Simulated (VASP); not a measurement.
## BAs: G0W0 quasiparticle levels with PBE

Crystal: BAs.

```xyz
2
Lattice="0.0000 2.4517 2.3644 2.4517 0.0000 2.3644 2.4517 2.4517 0.0000" Properties=species:S:1:pos:R:3 pbc="T T T"
B     0.0000    0.0000    0.0000
As    1.2258    1.2258    1.1822
```

| Property | Result |
| --- | --- |
| Program | VASP 6.6.1 |
| Task | G0W0 quasiparticle levels |
| Functional | PBE |
| Potentials or basis | VASP PAW PBE potentials, release 64 (B_GW, As_GW) |
| Cutoff | 500 eV |
| k mesh | 6 × 6 × 6 |
| Occupations | gaussian, width 0.01 eV |
| Spin | no spin polarisation |
| Dipole correction | no |
| GW scheme | G0W0 |
| GW iterations | 1 |
| Cutoff of the response function | 150 |
| Frequency points | 96 |
| Empty bands | 118 |
| Further INCAR settings | ALGO = EVGW0; EDIFF = 1e-08; NBANDS = 122 |

- Quasiparticle gap: 1.38 eV
- Least direct quasiparticle gap: 3.66 eV
- Band gap of the starting levels on the mesh: 0.79 eV
- Least direct gap of the starting levels on the mesh: 2.85 eV

Run time: 5.4 min on 1 thread of Intel(R) Xeon(R) 6975P-C (Granite Rapids) (shared host), peak memory 0.66 GiB.

Caveat: the k points lie up to 0.37 Å⁻¹ apart; bands, screening cutoff and mesh are small and nothing is extrapolated, so the quasiparticle values aren't converged.
